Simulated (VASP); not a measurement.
A run of VASP 6.6.1:

File INCAR:

```
  PREC = Accurate
  ENCUT = 520
  EDIFF = 1E-6
  ISMEAR = -1
  SIGMA = 0.1
  LREAL = F
  LASPH = T
  NELM = 60
  ALGO = Normal
  ISIF = 2
  LWAVE = F
  LCHARG = T
  GGA = PS
  LELF = T
  LVHAR = T
  NBANDS = 19
```

File KPOINTS:

```
Automatic mesh
0
Gamma
  14 14 7
```

The input POSCAR:

```
MoPd
1.0
    2.7938960800      0.0000000000      0.0000000000
   -1.3969480400      2.4195849800      0.0000000000
    0.0000000000      0.0000000000      4.5663710000
Mo Pd
1 1
Direct
    0.6666666700      0.3333333300      0.5000000000
    0.3333333300      0.6666666700      0.0000000000
```

Potentials or basis: VASP PAW PBE potentials, release 64 (Mo_sv, Pd).

Run with:

```console
$ cat potpaw_PBE.64/Mo_sv/POTCAR potpaw_PBE.64/Pd/POTCAR > POTCAR
$ mpirun -np 1 vasp_std > vasp.out
```

Hardware: 1 thread of Intel(R) Xeon(R) Platinum 8488C (Sapphire Rapids) (shared host).

How long does it take, and how much memory?

Wall time 23 s on 1 thread of Intel(R) Xeon(R) Platinum 8488C (Sapphire Rapids), on a shared host, peak memory 0.19 GiB. Counts: scf iterations 13, k points 96.
